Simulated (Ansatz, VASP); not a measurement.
# Pt in VASP and in Ansatz

```xyz
1
Lattice="-1.5855 1.5855 1.5855 1.5855 -1.5855 1.5855 1.5855 1.5855 -1.5855" Properties=species:S:1:pos:R:3 pbc="T T T"
Pt    0.0000    0.0000    0.0000
```

Alike in both runs: task single point; functional r2SCAN; k mesh 18 × 18 × 18; occupations gaussian, width 0.05 eV; no spin polarisation.

|  | VASP | Ansatz |
| --- | --- | --- |
| version | VASP 6.6.1 | Ansatz 0.2.0 |
| potentials or method | VASP PAW PBE potentials, release 64 (Pt), cutoff 550 eV | scalar-relativistic, plane waves, PAW |
| valence electrons in the cell | 10 | 18 |

|  | VASP | Ansatz | Ansatz less VASP |
| --- | --- | --- | --- |
| gap on the k mesh at the Fermi level (eV) | none | none | - |
| pressure (GPa) | -6.8 | -7.3 | -0.53 |

VASP's potentials were made for PBE, not for r2SCAN. A gap of «none» marks a metal or a gap that the smearing closes. VASP's potentials hold 10 valence electrons a cell and Ansatz's 18, so a difference there can come from the potentials and not from the codes.

Spin-orbit coupling is off throughout.
